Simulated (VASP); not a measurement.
A run of VASP 6.6.1:

Contents of INCAR:

```
SYSTEM = CaGeN
ALGO = Normal ; EDIFF = 1E-7
ENCUT = 520 ; GGA = PE
ISIF = 2 ; ISMEAR = 0
LASPH = .TRUE. ; LCHARG = .FALSE.
LREAL = .FALSE. ; LWAVE = .FALSE.
NBANDS = 22 ; NELM = 80
PREC = Accurate ; SIGMA = 0.1
```

File KPOINTS:

```
k-points
0
G
  12 12 12
  0 0 0
```

Contents of POSCAR:

```
CaGeN
1.0
    3.8136885142      0.0000000000      0.0000000000
   -1.9068442571      3.3027511354      0.0000000000
    0.0000000000      0.0000000000      4.0655272581
Ca Ge N
1 1 1
Direct
    0.0000000000      0.0000000000      0.0000000000
    0.3333333333      0.6666666667      0.5000000000
    0.6666666667      0.3333333333      0.5000000000
```

Potentials or basis: VASP PAW PBE potentials, release 64 (Ca_sv, Ge_d, N).

Run with:

```bash
$ cat potpaw_PBE.64/Ca_sv/POTCAR potpaw_PBE.64/Ge_d/POTCAR potpaw_PBE.64/N/POTCAR > POTCAR
$ mpirun -np 1 vasp_std > vasp.out
```

Hardware: 1 thread of Intel(R) Xeon(R) Platinum 8488C (Sapphire Rapids) (shared host).

Question: Estimate the wall time of this run.

Answer: It took 78 s on 1 thread of Intel(R) Xeon(R) Platinum 8488C (Sapphire Rapids), with other jobs on the host, peak memory 0.28 GiB. Counts: scf iterations 15, k points 133.
